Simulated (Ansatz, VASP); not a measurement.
**Ir: VASP beside Ansatz**

The input INCAR:

```
SYSTEM = Ir
PREC = Accurate
ENCUT = 500
EDIFF = 1E-6
ISMEAR = 0
SIGMA = 0.15
LREAL = .FALSE.
LASPH = .TRUE.
NELM = 120
ALGO = Normal
ISIF = 2
LWAVE = .FALSE.
LCHARG = .TRUE.
GGA = PS
LELF = .TRUE.
LVHAR = .TRUE.
NBANDS = 24
GGA_COMPAT = .FALSE.
```

Contents of KPOINTS:

```
regular mesh
0
G
  18 18 12
  0 0 0
```

POSCAR

```
Ir
1.0
    2.6688365577      0.0000000000      0.0000000000
   -1.3344182789      2.3112802576      0.0000000000
    0.0000000000      0.0000000000      4.3953556500
Ir
2
Direct
    0.6666666667      0.3333333333      0.7500000000
    0.3333333333      0.6666666667      0.2500000000
```

Input for Ansatz:

```yaml
crystal:
  lattice:
    - [2.6688365577, 0.0, 0.0]
    - [-1.3344182789, 2.3112802576, 0.0]
    - [0.0, 0.0, 4.39535565]
  atoms:
    - { symbol: Ir, position: [0.6666666667, 0.3333333333, 0.75] }
    - { symbol: Ir, position: [0.3333333333, 0.6666666667, 0.25] }
basis:
  ecutwfc: 420
kpoints:
  mp_grid: { grid: [18, 18, 12] }
hamiltonian:
  xc: pbesol
scf:
  occupations: { method: gaussian, width: 0.15 }
output:
  forces: true
  stress: true
  eigenvalues: true
```

Change from the starting cell: strain -0.030 along x and y, -0.015 along z, atoms carried along.

Alike in both runs: task single point; functional PBEsol; k mesh 18 × 18 × 12; occupations gaussian, width 0.15 eV; no spin polarisation.

```csv
,VASP,Ansatz
version,VASP 6.6.1,Ansatz 0.2.0
potentials or method,"VASP PAW PBE potentials, release 64 (Ir_sv_GW), cutoff 500 eV","scalar-relativistic, plane waves, PAW"
valence electrons in the cell,34,34
```

|  | VASP | Ansatz | Ansatz less VASP |
| --- | --- | --- | --- |
| gap on the k mesh at the Fermi level (eV) | none | none | - |
| pressure (GPa) | 13.8 | 17.1 | +3.31 |
| traceless stress, the component that is largest in VASP (GPa) | -4.66 | -4.65 | +0.014 |

VASP's potentials were made for PBE, not for PBEsol. A gap of «none» marks a metal or a gap that the smearing closes.

Neither program's run includes spin-orbit coupling.
